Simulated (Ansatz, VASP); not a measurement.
## Cu: VASP beside Ansatz

```xyz
1
Lattice="10.7952 0.0000 -0.6588 0.0000 2.3271 0.0000 -5.5258 0.0000 21.2745" Properties=species:S:1:pos:R:3 pbc="T T T"
Cu    2.6347    1.1635   10.3078
```

Alike in both runs: task single point; functional PBE; k mesh 4 × 12 × 2; occupations gaussian, width 0.02 eV; no spin polarisation.

|  | VASP | Ansatz |
| --- | --- | --- |
| version | VASP 6.6.1 | Ansatz 0.2.0 |
| potentials or method | VASP PAW PBE potentials, release 64 (Cu), cutoff 520 eV | scalar-relativistic, plane waves, PAW |
| valence electrons in the cell | 11 | 19 |

Ansatz gave:

- gap on the k mesh at the Fermi level (eV): none
- pressure (GPa): 0.0
- traceless stress, the component that is largest in VASP (GPa): -0.07

**Question.** Estimate VASP's values.

**Answer.** gap on the k mesh at the Fermi level (eV): none; pressure (GPa): 0.0; traceless stress, the component that is largest in VASP (GPa): -0.06.

A gap of «none» marks a metal or a gap that the smearing closes. VASP's potentials hold 11 valence electrons a cell and Ansatz's 19, so a difference there can come from the potentials and not from the codes.
